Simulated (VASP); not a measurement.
# Al2InN3 (Cmc2_1) in VASP: notebook

Runs on Al2InN3. Level: PBE. Tasks: single point.

Program: VASP 6.6.1. These are calculated values, not measurements. Logs are shortened: lines on timing, memory, paths and dates and some standing lists are left out, and cuts for length are marked.

## Step 1: The cell of the first run

Symmetry: Cmc2_1, No. 36, orthorhombic system. The conventional cell has a = 9.874 Å, b = 5.383 Å, c = 5.271 Å, α = 90.00°, β = 90.00°, γ = 90.00°. Al (site symmetry 1) has 4 N at 1.83 to 1.92 Å within 2.4 Å. Within 2.8 Å of In (site symmetry m) lie 4 N at 2.09 to 2.21 Å. Within 2.4 Å of N (site symmetry 1) lie 3 Al at 1.83 to 1.92 Å and 1 In at 2.17 Å. Within 2.5 Å of N (site symmetry m) lie 2 Al at 1.90 Å and 2 In at 2.09 to 2.21 Å.

## Step 2: Single point, PBE (11.67 Å³/atom)

INCAR reads:

```
SYSTEM = Al2InN3
  PREC = Accurate
  ENCUT = 520
  EDIFF = 1E-6
  ISMEAR = 0
  SIGMA = 0.05
  LREAL = .False.
  LASPH = .True.
  NELM = 60
  ALGO = Normal
  ISIF = 2
  LWAVE = .False.
  LCHARG = .False.
  GGA = PE
  NBANDS = 46
```

KPOINTS reads:

```
regular mesh
0
Gamma
  6 6 6
  0 0 0
```

POSCAR reads:

```
Al2InN3
1.0
    4.9371592457     -2.6917415090      0.0000000000
    4.9371592457      2.6917415090      0.0000000000
    0.0000000000      0.0000000000      5.2710562700
Al In N
4 2 6
Direct
    0.0084427086      0.3348641725      0.9917411822
    0.6651358275      0.9915572914      0.9917411822
    0.9915572914      0.6651358275      0.4917411822
    0.3348641725      0.0084427086      0.4917411822
    0.3220722962      0.6779277038      0.9869930315
    0.6779277038      0.3220722962      0.4869930315
    0.0367610679      0.3336262977      0.3556963910
    0.6663737023      0.9632389321      0.3556963910
    0.9632389321      0.6663737023      0.8556963910
    0.3336262977      0.0367610679      0.8556963910
    0.2982358752      0.7017641248      0.4061317922
    0.7017641248      0.2982358752      0.9061317922
```

Potentials or basis: VASP PAW PBE potentials, release 64 (Al, In_d, N).

The run is started by

```console
$ cat potpaw_PBE.64/Al/POTCAR potpaw_PBE.64/In_d/POTCAR potpaw_PBE.64/N/POTCAR > POTCAR
$ mpirun -np 1 vasp_std > vasp.out
```

OUTCAR:

```text
SYSTEM = Al2InN3
   PREC = Accurate
   ENCUT = 520
   EDIFF = 1E-6
   ISMEAR = 0
   LREAL = .False.
   LASPH = .True.
   NELM = 60
   ISIF = 2
   GGA = PE

 ion  position               nearest neighbor table
   1  0.008  0.335  0.992-  10 1.83   9 1.88  12 1.90   7 1.92   2 3.10   2 3.10   5 3.11   4 3.17
                             4 3.17   3 3.20   3 3.20   6 3.23   5 3.24   5 3.25   6 3.27
   2  0.665  0.992  0.992-   9 1.83  10 1.88  12 1.90   8 1.92   1 3.10   1 3.10   5 3.11   3 3.17
                             3 3.17   4 3.20   4 3.20   6 3.23   5 3.24   5 3.25   6 3.27
   3  0.992  0.665  0.492-   8 1.83   7 1.88  11 1.90   9 1.92   4 3.10   4 3.10   6 3.11   2 3.17
                             2 3.17   1 3.20   1 3.20   5 3.23   6 3.24   6 3.25   5 3.27
   4  0.335  0.008  0.492-   7 1.83   8 1.88  11 1.90  10 1.92   3 3.10   3 3.10   6 3.11   1 3.17
                             1 3.17   2 3.20   2 3.20   5 3.23   6 3.24   6 3.25   5 3.27
   5  0.322  0.678  0.987-  12 2.09  10 2.17   9 2.17  11 2.21   1 3.11   2 3.11   4 3.23   3 3.23
                             2 3.24   1 3.24   2 3.25   1 3.25   6 3.26   6 3.26   3 3.27   4 3.27
   6  0.678  0.322  0.487-  11 2.09   8 2.17   7 2.17  12 2.21   4 3.11   3 3.11   2 3.23   1 3.23
                             4 3.24   3 3.24   4 3.25   3 3.25   5 3.26   5 3.26   1 3.27   2 3.27
   7  0.037  0.334  0.356-   4 1.83   3 1.88   1 1.92   6 2.17
   8  0.666  0.963  0.356-   3 1.83   4 1.88   2 1.92   6 2.17
   9  0.963  0.666  0.856-   2 1.83   1 1.88   3 1.92   5 2.17
  10  0.334  0.037  0.856-   1 1.83   2 1.88   4 1.92   5 2.17
  11  0.298  0.702  0.406-   3 1.90   4 1.90   6 2.09   5 2.21
  12  0.702  0.298  0.906-   1 1.90   2 1.90   5 2.09   6 2.21

  LATTYP: Found a base centered orthorhombic cell.
 ALAT       =     5.3834830180
 B/A-ratio  =     1.8341877291
 C/A-ratio  =     0.9791163550

  Lattice vectors:

 A1 = (  -4.9371592457,  -2.6917415090,   0.0000000000)
 A2 = (   4.9371592457,  -2.6917415090,   0.0000000000)
 A3 = (   0.0000000000,   0.0000000000,   5.2710562700)

Analysis of symmetry for initial positions (statically):
=====================================================================
 Subroutine PRICEL returns:
 Original cell was already a primitive cell.

 Routine SETGRP: Setting up the symmetry group for a
 base centered orthorhombic supercell.

 Subroutine GETGRP returns: Found  4 space group operations
 (whereof  2 operations were pure point group operations)
 out of a pool of  8 trial point group operations.

The static configuration has the point symmetry C_1h.
 The point group associated with its full space group is C_2v.

Analysis of symmetry for dynamics (positions and initial velocities):
=====================================================================
 Subroutine PRICEL returns:
 Original cell was already a primitive cell.

 Routine SETGRP: Setting up the symmetry group for a
 base centered orthorhombic supercell.

 Subroutine GETGRP returns: Found  4 space group operations
 (whereof  2 operations were pure point group operations)
 out of a pool of  8 trial point group operations.

The dynamic configuration has the point symmetry C_1h.
 The point group associated with its full space group is C_2v.

 Subroutine INISYM returns: Found  4 space group operations
 (whereof  2 operations are pure point group operations),
 and found     1 'primitive' translations

----------------------------------------------------------------------------------------

                                     Primitive cell

  volume of cell :     140.1000

  direct lattice vectors                    reciprocal lattice vectors
     4.937159246 -2.691741509  0.000000000     0.101272812 -0.185753349  0.000000000
     4.937159246  2.691741509  0.000000000     0.101272812  0.185753349  0.000000000
     0.000000000  0.000000000  5.271056270     0.000000000  0.000000000  0.189715296

  length of vectors
     5.623256509  5.623256509  5.271056270     0.211566749  0.211566749  0.189715296

  position of ions in fractional coordinates (direct lattice)
     0.008442709  0.334864172  0.991741182
     0.665135828  0.991557291  0.991741182
     0.991557291  0.665135828  0.491741182
     0.334864172  0.008442709  0.491741182
     0.322072296  0.677927704  0.986993031
     0.677927704  0.322072296  0.486993031
     0.036761068  0.333626298  0.355696391
     0.666373702  0.963238932  0.355696391
     0.963238932  0.666373702  0.855696391
     0.333626298  0.036761068  0.855696391
     0.298235875  0.701764125  0.406131792
     0.701764125  0.298235875  0.906131792

  ion indices of the primitive-cell ions
   primitive index   ion index
                 1           1
[... 24 lines left out ...]
     0.016878802  0.030958892  0.000000000    -0.000000000  0.166666667  0.000000000
     0.000000000  0.000000000  0.031619216     0.000000000  0.000000000  0.166666667

  Length of vectors
     0.035261125  0.035261125  0.031619216

  Shift w.r.t. Gamma in fractional coordinates (k-lattice)
     0.000000000  0.000000000  0.000000000

 Subroutine IBZKPT returns following result:
 ===========================================

 Found     52 irreducible k-points:

 Following reciprocal coordinates:
            Coordinates               Weight
  0.000000  0.000000  0.000000      1.000000
  0.166667  0.000000  0.000000      4.000000
  0.333333  0.000000  0.000000      4.000000
  0.500000  0.000000  0.000000      2.000000
  0.166667  0.166667  0.000000      2.000000
  0.333333  0.166667  0.000000      4.000000
[... 16 lines left out ...]
  0.333333  0.333333  0.166667      4.000000
  0.500000  0.333333  0.166667      8.000000
 [... further k-points ...]
   k-points           NKPTS =     52   k-points in BZ     NKDIM =     52   number of bands    NBANDS=     46
   number of dos      NEDOS =    301   number of ions     NIONS =     12
   total plane-waves  NPLWV =  70560
   dimension x,y,z NGX =    42 NGY =   42 NGZ =   40
   dimension x,y,z NGXF=    84 NGYF=   84 NGZF=   80
   ions per type =               4   2   6
   NGX,Y,Z   is equivalent  to a cutoff of  12.42, 12.42, 12.62 a.u.
   NGXF,Y,Z  is equivalent  to a cutoff of  24.83, 24.83, 25.23 a.u.
 SYSTEM =  Al2InN3
   PREC   = accura    normal or accurate (medium, high low for compatibility)
   ISTART =      0    job   : 0-new  1-cont  2-samecut
   ICHARG =      2    charge: 1-file 2-atom 10-const
   ISPIN  =      1    spin polarized calculation?
   LNONCOLLINEAR =      F non collinear calculations
   LSORBIT =      F    spin-orbit coupling
   LASPH  =      T    aspherical Exc in radial PAW
   ENCUT  =  520.0 eV  38.22 Ry    6.18 a.u.  10.46 10.46  9.80*2*pi/ulx,y,z
   NELM   =     60;   NELMIN=  2; NELMDL= -5     # of ELM steps
   EDIFF  = 0.1E-05   stopping-criterion for ELM
   LREAL  =      F    real-space projection
   EDIFFG = 0.1E-04   stopping-criterion for IOM
   NSW    =      0    number of steps for IOM
   IBRION =     -1    ionic relax: 0-MD 1-quasi-New 2-CG
   NFREE  =      0    steps in history (QN), initial steepest desc. (CG)
   ISIF   =      2    stress and relaxation
   ISYM   =      2    0-nonsym 1-usesym 2-fastsym
   POTIM  = 0.5000    time-step for ionic-motion
   TEBEG  =    0.0;   TEEND  =   0.0 temperature during run
   PSTRESS=    0.0 pullay stress
   NELECT =      68.0000    total number of electrons
   NUPDOWN=      -1.0000    fix difference up-down
   EMIN   =  10.00;   EMAX   =-10.00  energy-range for DOS
   EFERMI =   0.00;   METHOD = LEGACY
   ISMEAR =     0;   SIGMA  =   0.05  broadening in eV -4-tet -1-fermi 0-gaus
   EFERMI_NEDOS =   21; number of points for ismear=-14 and -15
   IALGO  =     38    algorithm
   IMIX   =      4    mixing-type and parameters
     AMIX     =   0.40;   BMIX     =  1.00
     AMIX_MAG =   1.60;   BMIX_MAG =  1.00
  volume/ion in A,a.u.               =      11.67        78.79
  Fermi-wavevector in a.u.,A,eV,Ry     =   1.286565  2.431255 22.521039  1.655250
  Thomas-Fermi vector in A             =   2.418632
   LORBIT       =      0    0 simple, 1 ext, 2 COOP (PROOUT), +10 PAW based schemes
   GGA     = PE    functional components
   LHFCALC =     F    Hartree Fock is set to
   AEXX    =    0.0000 exact exchange contribution
   IVDW    =     0    specifies the selected vdW correction
   LEPSILON=     F    determine dielectric tensor
   LRPA    =     F    only Hartree local field effects (RPA)
 non-spin polarized calculation
 Gauss-broadening in eV      SIGMA  =   0.05
  energy-cutoff  :      520.00
  volume of cell :      140.10
 maximum number of plane-waves:      3804
 NGX is ok and might be reduce to    42
   NGX = 21   NGY = 21   NGZ = 19

 number of electron      68.0000028 magnetization

 Free energy of the ion-electron system (eV)
  ---------------------------------------------------
  ext. energy  EPLUGINS =         0.00000000
  ---------------------------------------------------
  free energy    TOTEN  =       -80.42470210 eV

  energy without entropy =      -80.42470210  energy(sigma->0) =      -80.42470210

 E-fermi :   6.7747     XC(G=0): -11.0486

 val. band max:        6.5621268500   @ k =   0.0000   0.0000   0.0000
 cond. band min:       8.8521171985   @ k =   0.0000   0.0000   0.0000
 fundamental gap:      2.2899903484
 Fermi energy:         6.7746610494

 k-point     1 :       0.0000    0.0000    0.0000
  band No.  band energies     occupation
      1      -8.4298      2.00000
      2      -7.8635      2.00000
      3      -7.4840      2.00000
      4      -7.1667      2.00000
      5      -7.0985      2.00000
      6      -7.0672      2.00000
[... 1165 lines left out ...]
     45      15.8439      0.00000
     46      16.0872      0.00000

 [... further k-points ...]
[... 5 lines left out ...]
  --------------------------------------------------------------------------------------
  -------------------------------------------------------------------------------------
  Total        2.5425214     17.3642737      1.1340624      0.0000000      0.0000000      0.0000000
  in kB       29.0761610    198.5770565     12.9690863      0.0000000      0.0000000      0.0000000
  external PRESSURE =      80.2074346 kB  Pullay stress =       0.0000000 kB

 VOLUME and BASIS-vectors are now :
 -----------------------------------------------------------------------------
  energy-cutoff  :      520.00
  volume of cell :      140.10
      direct lattice vectors                 reciprocal lattice vectors
     4.937159246 -2.691741509  0.000000000     0.101272812 -0.185753349  0.000000000
     4.937159246  2.691741509  0.000000000     0.101272812  0.185753349  0.000000000
     0.000000000  0.000000000  5.271056270     0.000000000  0.000000000  0.189715296

 POSITION                                       TOTAL-FORCE (eV/Angst)
 -----------------------------------------------------------------------------------
      1.69496      0.87864      5.22752        -0.076892      0.524215      0.371638
      8.17936      0.87864      5.22752         0.076892      0.524215      0.371638
      8.17936     -0.87864      2.59200         0.076892     -0.524215      0.371638
      1.69496     -0.87864      2.59200        -0.076892     -0.524215      0.371638
      4.93716      0.95787      5.20250        -0.000000      0.749862      0.234143
      4.93716     -0.95787      2.56697        -0.000000     -0.749862      0.234143
      1.82866      0.79908      1.87490        -0.051685      0.606494     -0.429636
      8.04566      0.79908      1.87490         0.051685      0.606494     -0.429636
      8.04566     -0.79908      4.51042         0.051685     -0.606494     -0.429636
      1.82866     -0.79908      4.51042        -0.051685     -0.606494     -0.429636
      4.93716      1.08619      2.14074        -0.000000      0.703493     -0.118147
      4.93716     -1.08619      4.77627        -0.000000     -0.703493     -0.118147
 -----------------------------------------------------------------------------------
    total drift:                               -0.000000     -0.000000      0.000947

  FREE ENERGIE OF THE ION-ELECTRON SYSTEM (eV)
  ---------------------------------------------------
  free  energy   TOTEN  =       -80.4247021035 eV

  energy  without entropy=      -80.4247021035  energy(sigma->0) =      -80.42470210
```

Wall time 3.4 min (1 thread of Intel Xeon 6975P-C (Granite Rapids), shared host); peak memory 0.42 GiB.

What came out:

```
Free energy            : -80.4247 eV
Pressure               : 8.0 GPa
Largest force          : 0.786 eV/Å
Band gap on the k mesh : 2.29 eV
```

Forces in eV/Å, atoms in the order of the input:
```
Al  -0.077  0.524  0.372
Al   0.077  0.524  0.372
Al   0.077 -0.524  0.372
Al  -0.077 -0.524  0.372
In   0.000  0.750  0.234
In   0.000 -0.750  0.234
N   -0.052  0.606 -0.430
N    0.052  0.606 -0.430
N    0.052 -0.606 -0.430
N   -0.052 -0.606 -0.430
N    0.000  0.703 -0.118
N    0.000 -0.703 -0.118
```

Caveat: the stress differs along the axes, from 1 to 20 GPa; spin-orbit coupling is left out, which moves the levels of the heavy elements. A k mesh can miss the band edges.

## Step 3: Single point, PBE (11.68 Å³/atom)

INCAR reads:

```
SYSTEM = Al2InN3
ALGO = Normal ; EDIFF = 1E-6
ENCUT = 520 ; GGA = PE
ISIF = 2 ; ISMEAR = 0
LASPH = .TRUE. ; LCHARG = .FALSE.
LREAL = .FALSE. ; LWAVE = .FALSE.
NBANDS = 46 ; NELM = 80
PREC = Accurate ; SIGMA = 0.05
```

KPOINTS reads:

```
k-points
0
G
  6 6 6
  0 0 0
```

Changes to POSCAR since step 2:

```diff
@@ -2,5 +2,5 @@
 1.0
-    4.9371592457     -2.6917415090      0.0000000000
-    4.9371592457      2.6917415090      0.0000000000
-    0.0000000000      0.0000000000      5.2710562700
+    4.7644139080     -2.8904712571      0.0000000000
+    4.7644139080      2.8904712571      0.0000000000
+    0.0000000000      0.0000000000      5.0866282720
 Al In N
```

Potentials or basis: VASP PAW PBE potentials, release 64 (Al, In_d, N).

The run is started by

```console
$ cat potpaw_PBE.64/Al/POTCAR potpaw_PBE.64/In_d/POTCAR potpaw_PBE.64/N/POTCAR > POTCAR
$ mpirun -np 1 vasp_std > vasp.out
```

It took 3.2 min on 1 thread of Intel Xeon 6975P-C (Granite Rapids), shared host; peak memory 0.41 GiB.

The run converged. Its results:

```yaml
Free_energy: -80.4398 eV
Pressure: 7.9 GPa
Largest_force: 0.656 eV/Å
Band_gap_on_the_k_mesh: 2.33 eV
```

Forces on the atoms (eV/Å):
```
Al   0.093 -0.379 -0.367
Al  -0.093 -0.379 -0.367
Al  -0.093  0.379 -0.367
Al   0.093  0.379 -0.367
In   0.000 -0.506 -0.291
In   0.000  0.506 -0.291
N    0.121 -0.510  0.394
N   -0.121 -0.510  0.394
N   -0.121  0.510  0.394
N    0.121  0.510  0.394
N    0.000 -0.446  0.237
N    0.000  0.446  0.237
```

Stress tensor (GPa, compression positive):
```
12.85  0.00  0.00
 0.00 -3.08  0.00
 0.00  0.00 13.93
```

Levels at points of the mesh, in eV from the valence-band top:
| k point | band 31 | band 32 | band 33 | band 34 | band 35 | band 36 | band 37 | band 38 |
| --- | --- | --- | --- | --- | --- | --- | --- | --- |
| (0.00, 0.00, 0.00) | -0.64 | -0.23 | -0.03 | 0.00 | 2.33 | 4.46 | 5.37 | 5.56 |
| (0.50, 0.00, 0.00) | -0.74 | -0.69 | -0.63 | -0.39 | 4.32 | 4.46 | 5.87 | 5.89 |
| (0.50, 0.50, 0.00) | -0.68 | -0.63 | -0.50 | -0.25 | 4.29 | 4.94 | 5.39 | 6.27 |
| (0.00, 0.00, 0.50) | -0.39 | -0.39 | -0.15 | -0.15 | 4.38 | 4.38 | 6.85 | 6.85 |
| (0.50, 0.00, 0.50) | -1.05 | -1.05 | -0.47 | -0.47 | 4.52 | 4.52 | 5.64 | 5.64 |
| (0.50, 0.50, 0.50) | -0.90 | -0.90 | -0.58 | -0.58 | 4.89 | 4.89 | 5.74 | 5.74 |

Caveat: the stress differs along the axes, from -3 to 14 GPa; spin-orbit coupling is left out, which moves the levels of the heavy elements.
